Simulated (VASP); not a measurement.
# SnO (P4/nmm) in VASP: further runs

Runs on SnO. Level: PBE+D3(BJ). Tasks: relaxation of cell and atoms, single point.

Everything below comes from runs of VASP 6.6.1. Logs are shortened: lines on timing, memory, paths and dates and some standing lists are left out, and cuts for length are marked.

**1. The cell of the first run**

The structure is tetragonal, space group P4/nmm (No. 129). Conventional cell: a = 3.837 Å, b = 3.837 Å, c = 4.759 Å, α = 90.00°, β = 90.00°, γ = 90.00°. Sn (site symmetry 4mm) has 4 O at 2.24 Å within 3.0 Å. O (site symmetry -4m2) has 4 Sn at 2.24 Å and 4 O at 2.71 Å within 3.0 Å.

**2. Relaxation of cell and atoms, PBE+D3(BJ)**

The input, INCAR:

```
SYSTEM = SnO
PREC = Accurate ; ENCUT = 600
EDIFF = 1E-7 ; ISMEAR = -1
SIGMA = 0.15 ; LREAL = .FALSE.
LASPH = .TRUE. ; NELM = 60
ALGO = Normal ; ISIF = 3
LWAVE = .FALSE. ; LCHARG = .FALSE.
GGA = PE ; IVDW = 12
IBRION = 2 ; NSW = 80
EDIFFG = -0.001
```

The input, KPOINTS:

```
regular mesh
0
G
  12 12 10
  0 0 0
```

The input, POSCAR:

```
SnO
1.0
    3.8365550861      0.0000000000      0.0000000000
    0.0000000000      3.8365550861      0.0000000000
    0.0000000000      0.0000000000      4.7594503550
Sn O
2 2
Direct
    0.5000000000      0.0000000000      0.2434679932
    0.0000000000      0.5000000000      0.7565320068
    0.0000000000      0.0000000000      0.0000000000
    0.5000000000      0.5000000000      0.0000000000
```

Potentials or basis: VASP PAW PBE potentials, release 64 (Sn_d, O).

On the command line:

```bash
> cat potpaw_PBE.64/Sn_d/POTCAR potpaw_PBE.64/O/POTCAR > POTCAR
> mpirun -np 1 vasp_std > vasp.out
```

OUTCAR:

```text
SYSTEM = SnO
   PREC = Accurate
   ENCUT = 600
   EDIFF = 1E-7
   ISMEAR = -1
   LREAL = .FALSE.
   LASPH = .TRUE.
   NELM = 60
   ISIF = 3
   GGA = PE
   IVDW = 12
   IBRION = 2
   NSW = 80
   EDIFFG = -0.001
 IVDW          = 12

 ion  position               nearest neighbor table
   1  0.500  0.000  0.243-   3 2.24   4 2.24   4 2.24   3 2.24   2 3.57   2 3.57   2 3.57   2 3.57
                             2 3.65   2 3.65   2 3.65   2 3.65
   2  0.000  0.500  0.757-   3 2.24   4 2.24   3 2.24   4 2.24   1 3.57   1 3.57   1 3.57   1 3.57
                             1 3.65   1 3.65   1 3.65   1 3.65
   3  0.000  0.000  0.000-   1 2.24   2 2.24   2 2.24   1 2.24
   4  0.500  0.500  0.000-   1 2.24   2 2.24   1 2.24   2 2.24

  LATTYP: Found a simple tetragonal cell.
 ALAT       =     3.8365550861
 C/A-ratio  =     1.2405531129

  Lattice vectors:

 A1 = (   3.8365550861,   0.0000000000,   0.0000000000)
 A2 = (   0.0000000000,   3.8365550861,   0.0000000000)
 A3 = (   0.0000000000,   0.0000000000,   4.7594503550)

Analysis of symmetry for initial positions (statically):
=====================================================================
 Subroutine PRICEL returns:
 Original cell was already a primitive cell.

 Routine SETGRP: Setting up the symmetry group for a
 simple tetragonal supercell.

 Subroutine GETGRP returns: Found 16 space group operations
 (whereof  8 operations were pure point group operations)
 out of a pool of 16 trial point group operations.

The static configuration has the point symmetry D_2d.
 The point group associated with its full space group is D_4h.

Analysis of symmetry for dynamics (positions and initial velocities):
=====================================================================
 Subroutine PRICEL returns:
 Original cell was already a primitive cell.

 Routine SETGRP: Setting up the symmetry group for a
 simple tetragonal supercell.

 Subroutine GETGRP returns: Found 16 space group operations
 (whereof  8 operations were pure point group operations)
 out of a pool of 16 trial point group operations.

The dynamic configuration has the point symmetry D_2d.
 The point group associated with its full space group is D_4h.

 Subroutine INISYM returns: Found 16 space group operations
 (whereof  8 operations are pure point group operations),
 and found     1 'primitive' translations

----------------------------------------------------------------------------------------

                                     Primitive cell

  volume of cell :      70.0551

  direct lattice vectors                    reciprocal lattice vectors
     3.836555086  0.000000000  0.000000000     0.260650500  0.000000000  0.000000000
     0.000000000  3.836555086  0.000000000     0.000000000  0.260650500  0.000000000
     0.000000000  0.000000000  4.759450355     0.000000000  0.000000000  0.210108295

  length of vectors
     3.836555086  3.836555086  4.759450355     0.260650500  0.260650500  0.210108295

  position of ions in fractional coordinates (direct lattice)
     0.500000000  0.000000000  0.243467993
     0.000000000  0.500000000  0.756532007
     0.000000000  0.000000000  0.000000000
     0.500000000  0.500000000  0.000000000

  ion indices of the primitive-cell ions
   primitive index   ion index
                 1           1
                 2           2
                 3           3
                 4           4

----------------------------------------------------------------------------------------

 KPOINTS: regular mesh

Automatic generation of k-mesh.
 Grid dimensions read from file:
 generate k-points for:   12   12   10

 Generating k-lattice:

  Cartesian coordinates                     Fractional coordinates (reciprocal lattice)
     0.021720875  0.000000000  0.000000000     0.083333333  0.000000000  0.000000000
     0.000000000  0.021720875  0.000000000     0.000000000  0.083333333  0.000000000
     0.000000000  0.000000000  0.021010830     0.000000000  0.000000000  0.100000000

  Length of vectors
     0.021720875  0.021720875  0.021010830

  Shift w.r.t. Gamma in fractional coordinates (k-lattice)
     0.000000000  0.000000000  0.000000000

 Subroutine IBZKPT returns following result:
 ===========================================

 Found    168 irreducible k-points:

 Following reciprocal coordinates:
            Coordinates               Weight
  0.000000  0.000000  0.000000      1.000000
  0.083333  0.000000  0.000000      4.000000
  0.166667  0.000000  0.000000      4.000000
  0.250000  0.000000  0.000000      4.000000
  0.333333  0.000000  0.000000      4.000000
  0.416667  0.000000  0.000000      4.000000
[... 16 lines left out ...]
  0.333333  0.333333  0.000000      4.000000
  0.416667  0.333333  0.000000      8.000000
 [... further k-points ...]
   k-points           NKPTS =    168   k-points in BZ     NKDIM =    168   number of bands    NBANDS=     24
   number of dos      NEDOS =    301   number of ions     NIONS =      4
   total plane-waves  NPLWV =  40960
   dimension x,y,z NGX =    32 NGY =   32 NGZ =   40
   dimension x,y,z NGXF=    64 NGYF=   64 NGZF=   80
   ions per type =               2   2
   NGX,Y,Z   is equivalent  to a cutoff of  13.87, 13.87, 13.97 a.u.
   NGXF,Y,Z  is equivalent  to a cutoff of  27.73, 27.73, 27.94 a.u.
 SYSTEM =  SnO
   PREC   = accura    normal or accurate (medium, high low for compatibility)
   ISTART =      0    job   : 0-new  1-cont  2-samecut
   ICHARG =      2    charge: 1-file 2-atom 10-const
   ISPIN  =      1    spin polarized calculation?
   LNONCOLLINEAR =      F non collinear calculations
   LSORBIT =      F    spin-orbit coupling
   LASPH  =      T    aspherical Exc in radial PAW
   ENCUT  =  600.0 eV  44.10 Ry    6.64 a.u.   7.66  7.66  9.51*2*pi/ulx,y,z
   NELM   =     60;   NELMIN=  2; NELMDL= -5     # of ELM steps
   EDIFF  = 0.1E-06   stopping-criterion for ELM
   LREAL  =      F    real-space projection
   EDIFFG = -.1E-02   stopping-criterion for IOM
   NSW    =     80    number of steps for IOM
   IBRION =      2    ionic relax: 0-MD 1-quasi-New 2-CG
   NFREE  =      1    steps in history (QN), initial steepest desc. (CG)
   ISIF   =      3    stress and relaxation
   ISYM   =      2    0-nonsym 1-usesym 2-fastsym
   POTIM  = 0.5000    time-step for ionic-motion
   TEBEG  =    0.0;   TEEND  =   0.0 temperature during run
   PSTRESS=    0.0 pullay stress
   NELECT =      40.0000    total number of electrons
   NUPDOWN=      -1.0000    fix difference up-down
   EMIN   =  10.00;   EMAX   =-10.00  energy-range for DOS
   EFERMI =   0.00;   METHOD = LEGACY
   ISMEAR =    -1;   SIGMA  =   0.15  broadening in eV -4-tet -1-fermi 0-gaus
   EFERMI_NEDOS =   21; number of points for ismear=-14 and -15
   IALGO  =     38    algorithm
   IMIX   =      4    mixing-type and parameters
     AMIX     =   0.40;   BMIX     =  1.00
     AMIX_MAG =   1.60;   BMIX_MAG =  1.00
  volume/ion in A,a.u.               =      17.51       118.19
  Fermi-wavevector in a.u.,A,eV,Ry     =   1.358152  2.566534 25.096979  1.844576
  Thomas-Fermi vector in A             =   2.485009
   LORBIT       =      0    0 simple, 1 ext, 2 COOP (PROOUT), +10 PAW based schemes
   GGA     = PE    functional components
   LHFCALC =     F    Hartree Fock is set to
   AEXX    =    0.0000 exact exchange contribution
   IVDW    =    12    specifies the selected vdW correction
   LEPSILON=     F    determine dielectric tensor
   LRPA    =     F    only Hartree local field effects (RPA)
 conjugate gradient relaxation of ions
 non-spin polarized calculation
  energy-cutoff  :      600.00
  volume of cell :       70.06
 maximum number of plane-waves:      2363
 NGX is ok and might be reduce to    32
   NGX = 15   NGY = 15   NGZ = 19

--------------------------------------- Ionic step        1  -------------------------------------------

 number of electron      40.0000014 magnetization

 Free energy of the ion-electron system (eV)
  ---------------------------------------------------
  ext. energy  EPLUGINS =         0.00000000
  ---------------------------------------------------
  free energy    TOTEN  =       -22.69919303 eV

  energy without entropy =      -22.68546493  energy(sigma->0) =      -22.69232898

------------------------ aborting loop because EDIFF is reached ----------------------------------------

 Edisp (eV)   -0.93954

 E8    (eV) :    -0.4077

  FORCE on cell =-STRESS in cart. coord.  units (eV):
  Direction    XX          YY          ZZ          XY          YZ          ZX
  --------------------------------------------------------------------------------------
  -------------------------------------------------------------------------------------
  Total       0.00696     0.00696     0.06920     0.00000     0.00000     0.00000
  in kB       0.15929     0.15929     1.58253     0.00000     0.00000     0.00000
  external pressure =        0.63 kB  Pullay stress =        0.00 kB
[... 275 lines left out ...]
  energy  without entropy=      -23.6246434185  energy(sigma->0) =      -23.63226120

--------------------------------------- Ionic step        8  -------------------------------------------

 number of electron      40.0000019 magnetization

 Free energy of the ion-electron system (eV)
  ---------------------------------------------------
  ext. energy  EPLUGINS =         0.00000000
  ---------------------------------------------------
  free energy    TOTEN  =       -22.69161926 eV

  energy without entropy =      -22.67631058  energy(sigma->0) =      -22.68396492

 E-fermi :   7.3507     XC(G=0): -10.3342

 val. band max:        7.2836614983   @ k =   0.5000   0.5000   0.1000
 cond. band min:       7.4315492097   @ k =   0.4167   0.4167   0.0000
 fundamental gap:      0.1478877115
 Fermi energy:         7.3507343093

 k-point     1 :       0.0000    0.0000    0.0000
  band No.  band energies     occupation
      1     -14.7411      2.00000
      2     -14.3551      2.00000
      3     -14.3551      2.00000
      4     -14.3437      2.00000
      5     -14.3149      2.00000
      6     -14.3078      2.00000
[... 637 lines left out ...]
     23      11.7294      0.00000
     24      12.0720      0.00000

 [... further k-points ...]

------------------------ aborting loop because EDIFF is reached ----------------------------------------

 Edisp (eV)   -0.94828

 E8    (eV) :    -0.4115

  FORCE on cell =-STRESS in cart. coord.  units (eV):
  Direction    XX          YY          ZZ          XY          YZ          ZX
  --------------------------------------------------------------------------------------
  -------------------------------------------------------------------------------------
  Total       0.00388     0.00388     0.00373     0.00000     0.00000     0.00000
  in kB       0.08954     0.08954     0.08611     0.00000     0.00000     0.00000
  external pressure =        0.09 kB  Pullay stress =        0.00 kB
[... 19 lines left out ...]
  FREE ENERGIE OF THE ION-ELECTRON SYSTEM (eV)
  ---------------------------------------------------
  free  energy   TOTEN  =       -23.6398961683 eV

  energy  without entropy=      -23.6245874961  energy(sigma->0) =      -23.63224183

 reached required accuracy - stopping structural energy minimisation
```

Run time: 26 min. Hardware: 1 thread of AMD EPYC 7R43 (Zen 3), shared host; peak memory 0.41 GiB.

Results:

| Quantity | Value |
| --- | --- |
| Free energy | -23.6399 eV |
| Relaxed volume | 17.36 Å³/atom |
| Relaxed cell | a = 3.832 Å, b = 3.832 Å, c = 4.728 Å, α = 90.00°, β = 90.00°, γ = 90.00° |
| Space group after relaxing (to 0.1 Å) | P4/nmm (No. 129) |
| Energy gained by relaxing | 0.3 meV/atom |
| Ionic steps | 8 |
| Pressure after relaxing | 0.0 GPa |
| Band gap on the k mesh | zero (bands 20 and 21 overlap by 0.09 eV) |
| Dispersion energy per atom | -0.237 eV |

Step by step:
```csv
step,energy change (eV),largest force (eV/Å),pressure (GPa),volume (Å³)
1,0.0000,0.1042,0.06,70.06
2,-0.0005,0.0041,-0.32,70.13
3,-0.0005,0.0124,-0.26,70.11
4,-0.0008,0.0088,-0.10,69.86
5,-0.0009,0.0065,0.01,69.70
6,-0.0010,0.0049,0.01,69.64
7,-0.0011,0.0017,0.01,69.50
8,-0.0012,0.0002,0.01,69.44
```

Final structure:
```
Sn O
1.0
     3.83208    0.00000    0.00000
     0.00000    3.83208    0.00000
     0.00000    0.00000    4.72838
Sn O
2 2
Direct
  0.50000 0.00000 0.24628
  0.00000 0.50000 0.75372
  0.00000 0.00000 0.00000
  0.50000 0.50000 0.00000
```

Caveat: semilocal functionals underestimate gaps, and a narrow one can read as zero; spin-orbit coupling is left out, which moves the levels of the heavy elements.

**3. Single point, PBE+D3(BJ)**

The input, INCAR:

```
SYSTEM = SnO
PREC = Accurate ; ENCUT = 1340
EDIFF = 1E-6 ; ISMEAR = 0
SIGMA = 0.1 ; LREAL = .False.
LASPH = .True. ; NELM = 120
ALGO = Normal ; ISIF = 2
LWAVE = .False. ; LCHARG = .False.
GGA = PE ; IVDW = 12
NBANDS = 28 ; GGA_COMPAT = .False.
```

The input, KPOINTS:

```
regular mesh
0
Gamma
  4 4 4
  0 0 0
```

The input, POSCAR:

```
SnO
1.0
    3.8365550865      0.0000000000      0.0000000000
    0.0000000000      3.8365550865      0.0000000000
    0.0000000000      0.0000000000      4.7594503556
Sn O
2 2
Direct
    0.5000000000      0.0000000000      0.2434679931
    0.0000000000      0.5000000000      0.7565320069
    0.0000000000      0.0000000000      0.0000000000
    0.5000000000      0.5000000000      0.0000000000
```

Potentials or basis: VASP PAW PBE potentials, release 64 (Sn_d, O_h).

On the command line:

```bash
> cat potpaw_PBE.64/Sn_d/POTCAR potpaw_PBE.64/O_h/POTCAR > POTCAR
> mpirun -np 1 vasp_std > vasp.out
```

It took 2 min on 1 thread of Intel Xeon Platinum 8259CL at 2.50GHz (Skylake/Cascade Lake), shared host; peak memory 0.4 GiB.

It converged, with:

* Free energy: -23.6369 eV
* Pressure: 0.1 GPa
* Largest force: 0.133 eV/Å
* Band gap on the k mesh: 0.01 eV (least direct gap 1.86 eV)
* Dispersion energy per atom: -0.235 eV

Forces on the atoms (eV/Å):
```
Sn   0.000  0.000  0.133
Sn   0.000  0.000 -0.133
O    0.000  0.000  0.000
O    0.000  0.000  0.000
```

Stress tensor (GPa, compression positive):
```
0.00 0.00 0.00
0.00 0.00 0.00
0.00 0.00 0.35
```

Levels at points of the mesh, in eV from the valence-band top:
```
           k point  band 18  band 19  band 20  band 21  band 22  band 23
(0.00, 0.00, 0.00)    -3.05    -3.05     0.00     2.16     4.54     4.54
(0.50, 0.00, 0.00)    -4.69    -2.66    -2.66     3.29     3.29     5.81
(0.50, 0.50, 0.00)    -2.41    -1.84    -1.84     0.01     0.01     4.56
(0.00, 0.00, 0.50)    -3.07    -3.00    -2.08     1.72     2.84     2.84
(0.50, 0.00, 0.50)    -4.65    -1.67    -1.67     2.70     2.70     5.29
(0.50, 0.50, 0.50)    -2.72    -2.41    -2.41     2.35     2.35     4.24
```

Caveat: semilocal functionals underestimate gaps, and a narrow one can read as zero; spin-orbit coupling is left out, which moves the levels of the heavy elements. A k mesh can miss the band edges.

**4. Relaxation of cell and atoms, PBE+D3(BJ)**

The input, INCAR:

```
SYSTEM = SnO
PREC = Accurate ; ENCUT = 600
EDIFF = 1E-7 ; ISMEAR = -1
SIGMA = 0.15 ; LREAL = .FALSE.
LASPH = .TRUE. ; NELM = 120
ALGO = Normal ; ISIF = 3
LWAVE = .FALSE. ; LCHARG = .FALSE.
GGA = PE ; IVDW = 12
IBRION = 2 ; NSW = 80
EDIFFG = -0.001 ; GGA_COMPAT = .FALSE.
NELMIN = 4
```

The input, KPOINTS:

```
regular mesh
0
G
  12 12 10
  0 0 0
```

The input, POSCAR:

```
SnO
1.0
    3.8365550881      0.0000000000      0.0000000000
    0.0000000000      3.8365550881      0.0000000000
    0.0000000000      0.0000000000      4.7594503779
Sn O
2 2
Direct
    0.5000000000      0.0000000000      0.2434679922
    0.0000000000      0.5000000000      0.7565320078
    0.0000000000      0.0000000000      0.0000000000
    0.5000000000      0.5000000000      0.0000000000
```

Potentials or basis: VASP PAW PBE potentials, release 64 (Sn_d, O).

On the command line:

```bash
> cat potpaw_PBE.64/Sn_d/POTCAR potpaw_PBE.64/O/POTCAR > POTCAR
> mpirun -np 1 vasp_std > vasp.out
```

Wall time 37 min (1 thread of Oxide Virtual Turin-like, shared host); peak memory 0.4 GiB.

It converged, with:

```yaml
Free_energy: -23.6399 eV
Relaxed_volume: 17.36 Å³/atom
Relaxed_cell: a = 3.832 Å, b = 3.832 Å, c = 4.728 Å, α = 90.00°, β = 90.00°, γ = 90.00°
Space_group_after_relaxing_to_0.1_Å: P4/nmm (No. 129)
Energy_gained_by_relaxing: 0.3 meV/atom
Ionic_steps: 8
Pressure_after_relaxing: 0.0 GPa
Band_gap_on_the_k_mesh: zero (bands 20 and 21 overlap by 0.09 eV)
Dispersion_energy_per_atom: -0.237 eV
```

Step by step:
```csv
step,energy change (eV),largest force (eV/Å),pressure (GPa),volume (Å³)
1,0.0000,0.1042,0.06,70.06
2,-0.0005,0.0041,-0.32,70.13
3,-0.0005,0.0124,-0.26,70.11
4,-0.0008,0.0088,-0.10,69.86
5,-0.0009,0.0065,0.01,69.70
6,-0.0010,0.0049,0.01,69.64
7,-0.0011,0.0016,0.01,69.49
8,-0.0012,0.0003,0.01,69.44
```

Final structure:
```xyz
4
Lattice="3.8321 0.0000 0.0000 0.0000 3.8321 0.0000 0.0000 0.0000 4.7284" Properties=species:S:1:pos:R:3 pbc="T T T"
Sn    1.9160    3.8321    1.1645
Sn    3.8321    1.9160    3.5639
O     0.0000    0.0000    4.7284
O     1.9160    1.9160    0.0000
```

Levels at points of the mesh, in eV from the Fermi level:
| k point | band 18 | band 19 | band 20 | band 21 | band 22 | band 23 |
| --- | --- | --- | --- | --- | --- | --- |
| (0.00, 0.00, 0.00) | -3.19 | -3.19 | -0.15 | 2.06 | 4.31 | 4.31 |
| (0.50, 0.00, 0.00) | -4.84 | -2.87 | -2.87 | 3.17 | 3.17 | 5.62 |
| (0.50, 0.50, 0.00) | -2.54 | -2.03 | -2.03 | -0.23 | -0.23 | 4.39 |
| (0.00, 0.00, 0.50) | -3.21 | -3.10 | -2.26 | 1.60 | 2.60 | 2.60 |
| (0.50, 0.00, 0.50) | -4.79 | -1.84 | -1.84 | 2.58 | 2.58 | 5.08 |
| (0.50, 0.50, 0.50) | -2.94 | -2.55 | -2.55 | 2.14 | 2.14 | 4.14 |

Caveat: semilocal functionals underestimate gaps, and a narrow one can read as zero; spin-orbit coupling is left out, which moves the levels of the heavy elements.

The gap in the log of VASP goes by the Fermi energy; the results here count the filled bands.